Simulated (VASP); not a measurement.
# FeBi (Fm-3m) in VASP: further runs, part 2 of 2

VASP 6.6.1. Earlier steps stand in the parts before.

## 4. Single point, PBE, collinear spin, ferromagnetic start (24.01 Å³/atom)

This run uses another cell than the first one, of 24.01 Å³/atom.

Input file INCAR:

```
  PREC = Accurate
  ENCUT = 520
  EDIFF = 1E-6
  ISMEAR = 0
  SIGMA = 0.05
  LREAL = F
  LASPH = T
  NELM = 150
  ALGO = Fast
  ISIF = 2
  LWAVE = F
  LCHARG = T
  ISPIN = 2
  MAGMOM = 3.12 0
  LORBIT = 11
  LMAXMIX = 4
  GGA = PE
  LELF = T
  LVHAR = T
  NBANDS = 22
```

Input file KPOINTS:

```
Automatic mesh
0
Gamma
  10 10 10
```

Input file POSCAR:

```
FeBi
1.0
    0.0000000000      2.8850280676      2.8850280676
    2.8850280676      0.0000000000      2.8850280676
    2.8850280676      2.8850280676      0.0000000000
Fe Bi
1 1
Direct
    0.5000000000      0.5000000000      0.5000000000
    0.0000000000      0.0000000000      0.0000000000
```

Potentials or basis: VASP PAW PBE potentials, release 64 (Fe, Bi_d).

Started as:

```console
cat potpaw_PBE.64/Fe/POTCAR potpaw_PBE.64/Bi_d/POTCAR > POTCAR
mpirun -np 1 vasp_std > vasp.out
```

OUTCAR:

```text
PREC = Accurate
   ENCUT = 520
   EDIFF = 1E-6
   ISMEAR = 0
   LREAL = F
   LASPH = T
   NELM = 150
   ISIF = 2
   ISPIN = 2
   LORBIT = 11
   GGA = PE

 ion  position               nearest neighbor table
   1  0.500  0.500  0.500-   2 2.89   2 2.89   2 2.89   2 2.89   2 2.89   2 2.89
   2  0.000  0.000  0.000-   1 2.89   1 2.89   1 2.89   1 2.89   1 2.89   1 2.89

  LATTYP: Found a face centered cubic cell.
 ALAT       =     5.7700561352

  Lattice vectors:

 A1 = (   0.0000000000,   2.8850280676,   2.8850280676)
 A2 = (   2.8850280676,   0.0000000000,   2.8850280676)
 A3 = (   2.8850280676,   2.8850280676,   0.0000000000)

Analysis of symmetry for initial positions (statically):
=====================================================================
 Subroutine PRICEL returns:
 Original cell was already a primitive cell.

 Routine SETGRP: Setting up the symmetry group for a
 face centered cubic supercell.

 Subroutine GETGRP returns: Found 48 space group operations
 (whereof 48 operations were pure point group operations)
 out of a pool of 48 trial point group operations.

The static configuration has the point symmetry O_h .

Analysis of symmetry for dynamics (positions and initial velocities):
=====================================================================
 Subroutine PRICEL returns:
 Original cell was already a primitive cell.

 Routine SETGRP: Setting up the symmetry group for a
 face centered cubic supercell.

 Subroutine GETGRP returns: Found 48 space group operations
 (whereof 48 operations were pure point group operations)
 out of a pool of 48 trial point group operations.

The dynamic configuration has the point symmetry O_h .

Analysis of structural, dynamic, and magnetic symmetry:
=====================================================================
 Subroutine PRICEL returns:
 Original cell was already a primitive cell.

 Routine SETGRP: Setting up the symmetry group for a
[... 149 lines left out ...]
  ext. energy  EPLUGINS =         0.00000000
  ---------------------------------------------------
  free energy    TOTEN  =       -10.70247307 eV

  energy without entropy =      -10.69548669  energy(sigma->0) =      -10.69897988

 E-fermi :   6.1809     XC(G=0): -10.4622

 val. band max:        6.1774705013   @ k =  -0.2000   0.2000   0.0000
 cond. band min:       6.1850143708   @ k =  -0.3000   0.2000   0.0000
 fundamental gap:      0.0075438695
 Fermi energy:         6.1809009948

 spin component 1

 k-point     1 :       0.0000    0.0000    0.0000
  band No.  band energies     occupation
      1     -16.3997      1.00000
      2     -16.3997      1.00000
      3     -16.3693      1.00000
      4     -16.3693      1.00000
      5     -16.3693      1.00000
      6      -6.0707      1.00000
[... 589 lines left out ...]
     21      19.6693      0.00000
     22      20.5036      0.00000

 [... further k-points ...]

 spin component 2

 k-point     1 :       0.0000    0.0000    0.0000
  band No.  band energies     occupation
      1     -16.4058      1.00000
      2     -16.4058      1.00000
      3     -16.3789      1.00000
      4     -16.3789      1.00000
      5     -16.3789      1.00000
      6      -6.0626      1.00000
[... 589 lines left out ...]
     21      19.8181      0.00000
     22      20.7706      0.00000

 [... further k-points ...]

------------------------ aborting loop because EDIFF is reached ----------------------------------------

  FORCE on cell =-STRESS in cart. coord.  units (eV):
  Direction    XX          YY          ZZ          XY          YZ          ZX
  --------------------------------------------------------------------------------------
  -------------------------------------------------------------------------------------
  Total       -1.4007558     -1.4007558     -1.4007558     -0.0000000      0.0000000      0.0000000
  in kB      -46.7296892    -46.7296892    -46.7296892     -0.0000000      0.0000000      0.0000000
  external PRESSURE =     -46.7296892 kB  Pullay stress =       0.0000000 kB

 VOLUME and BASIS-vectors are now :
 -----------------------------------------------------------------------------
  energy-cutoff  :      520.00
  volume of cell :       48.03
      direct lattice vectors                 reciprocal lattice vectors
     0.000000000  2.885028068  2.885028068    -0.173308539  0.173308539  0.173308539
     2.885028068  0.000000000  2.885028068     0.173308539 -0.173308539  0.173308539
     2.885028068  2.885028068  0.000000000     0.173308539  0.173308539 -0.173308539

 POSITION                                       TOTAL-FORCE (eV/Angst)
 -----------------------------------------------------------------------------------
      2.88503      2.88503      2.88503        -0.000000      0.000000      0.000000
      0.00000      0.00000      0.00000         0.000000     -0.000000     -0.000000
 -----------------------------------------------------------------------------------
    total drift:                                0.000000      0.000000      0.000000

  FREE ENERGIE OF THE ION-ELECTRON SYSTEM (eV)
  ---------------------------------------------------
  free  energy   TOTEN  =       -10.7024730722 eV

  energy  without entropy=      -10.6954866887  energy(sigma->0) =      -10.69897988

 total charge

# of ion       s       p       d       tot
------------------------------------------
    1        0.358   0.251   6.161   6.770
    2        1.477   1.449   9.921  12.847
--------------------------------------------------
tot          1.835   1.700  16.082  19.617

 magnetization (x)

# of ion       s       p       d       tot
------------------------------------------
    1        0.072   0.032   2.824   2.928
    2        0.021  -0.087   0.005  -0.061
--------------------------------------------------
tot          0.093  -0.055   2.829   2.867
```

OSZICAR:

```text
N       E                     dE             d eps       ncg     rms          rms(c)
DAV:   1     0.199502417454E+03    0.19950E+03   -0.10673E+04  4150   0.121E+03
DAV:   2     0.349700330862E+01   -0.19601E+03   -0.18865E+03  4190   0.330E+02
DAV:   3    -0.114666875375E+02   -0.14964E+02   -0.14795E+02  5018   0.979E+01
DAV:   4    -0.118908107061E+02   -0.42412E+00   -0.42392E+00  4820   0.173E+01
DAV:   5    -0.119116674225E+02   -0.20857E-01   -0.20856E-01  5966   0.357E+00    0.120E+01
RMM:   6    -0.160394746930E+02   -0.41278E+01   -0.13374E+01  4909   0.282E+01    0.339E+01
RMM:   7    -0.106971656634E+02    0.53423E+01   -0.47150E+00  4488   0.179E+01    0.369E+00
RMM:   8    -0.107009809269E+02   -0.38153E-02   -0.45333E-02  4846   0.166E+00    0.960E-01
RMM:   9    -0.107031270050E+02   -0.21461E-02   -0.84237E-03  5112   0.661E-01    0.580E-01
RMM:  10    -0.107024858086E+02    0.64120E-03   -0.23415E-03  5230   0.364E-01    0.197E-01
RMM:  11    -0.107025473603E+02   -0.61552E-04   -0.83302E-04  5415   0.252E-01    0.197E-01
RMM:  12    -0.107024849373E+02    0.62423E-04   -0.46435E-04  5617   0.211E-01    0.930E-02
RMM:  13    -0.107024968847E+02   -0.11947E-04   -0.15555E-04  5364   0.851E-02    0.114E-01
RMM:  14    -0.107024712421E+02    0.25643E-04   -0.74636E-05  5291   0.714E-02    0.213E-02
RMM:  15    -0.107024739683E+02   -0.27262E-05   -0.32355E-05  5541   0.298E-02    0.995E-03
RMM:  16    -0.107024730722E+02    0.89607E-06   -0.65128E-06  5395   0.158E-02
   1 F= -.10702473E+02 E0= -.10698980E+02  d E =-.698638E-02  mag=     2.9466
```

Run time: 58 s. Hardware: 1 thread of Intel Xeon 6975P-C (Granite Rapids), shared host; peak memory 0.23 GiB.

Results:

| Property | Result |
| --- | --- |
| Free energy | -10.7025 eV |
| Pressure | -4.7 GPa |
| Net moment | 2.95 μB per cell |
| Site moments | Fe +2.93; Bi -0.06 μB |
| Valence electrons inside the program's atomic spheres | Fe 6.77; Bi 12.85 |

Caveat: the cell stands under tension; spin-orbit coupling is left out, which moves the levels of the heavy elements.

## 5. The runs side by side

| cell | gap on the mesh (eV) | pressure (GPa) | moment (μB) |
| --- | --- | --- | --- |
| a = 4.004 Å, angles 60.0°, 2 atoms | none | -2.6 | 2.69 |
| a = 4.043 Å, angles 60.0°, 2 atoms | none | -3.7 | 2.84 |
| a = 4.080 Å, angles 60.0°, 2 atoms | none | -4.7 | 2.95 |

Alike in all rows: task single point; level PBE; potentials or basis VASP PAW PBE potentials, release 64 (Fe, Bi_d); spin collinear, ferromagnetic start; k mesh 10 × 10 × 10; cutoff (eV) 520; smearing gaussian 0.05 eV.

Caveats: spin-orbit coupling is left out, which moves the levels of the heavy elements; the cell stands under tension (at least some runs).

Absolute energies hang on the potentials; compare differences alone.
